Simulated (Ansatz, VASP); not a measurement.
# Two plane-wave programs on Si

```xyz
1
Lattice="-1.3108 1.3108 2.1356 1.3108 -1.3108 2.1356 1.3108 1.3108 -2.1356" Properties=species:S:1:pos:R:3 pbc="T T T"
Si    0.0000    0.0000    0.0000
```

Alike in both runs: functional PBE; k mesh 8 × 8 × 8; occupations gaussian, width 0.1 eV; no spin polarisation.

Ansatz relaxed the structure, and its values are those at the end. VASP's run is a single point on that final structure, the one shown.

|  | VASP | Ansatz |
| --- | --- | --- |
| version | VASP 6.6.1 | Ansatz 0.2.0 |
| potentials or method | VASP PAW PBE potentials, release 64 (Si), cutoff 500 eV | scalar-relativistic, plane waves, PAW |
| valence electrons in the cell | 4 | 4 |

```tsv
	VASP	Ansatz	Ansatz less VASP
gap on the k mesh at the Fermi level (eV)	none	none	-
pressure (GPa)	0.0	0.0	+0.03
```

A gap of «none» marks a metal or a gap that the smearing closes.

The k mesh is coarse, so the values compare programs but aren't converged.
